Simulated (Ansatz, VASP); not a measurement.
Ge: VASP beside Ansatz

```
Ge
1.0
     0.00000    0.00000   -2.64273
     2.76521    0.00000    0.00000
     0.00000   -5.03900    0.00000
Ge
2
Cartesian
  1.3826 0.0000 0.0000
  0.0000 -2.5195 0.0000
```

Alike in both runs: task single point; functional PBEsol; k mesh 12 × 12 × 8; occupations gaussian, width 0.15 eV; no spin polarisation.

```csv
,VASP,Ansatz
version,VASP 6.6.1,Ansatz 0.2.0
potentials or method,"VASP PAW PBE potentials, release 64 (Ge_d), cutoff 520 eV","scalar-relativistic, plane waves, PAW"
valence electrons in the cell,28,28
```

```csv
,VASP,Ansatz,Ansatz less VASP
gap on the k mesh at the Fermi level (eV),none,none,-
pressure (GPa),0.1,0.2,+0.08
"traceless stress, the component that is largest in VASP (GPa)",-2.72,-2.74,-0.028
```

VASP's potentials were made for PBE, not for PBEsol. A gap of «none» marks a metal or a gap that the smearing closes.
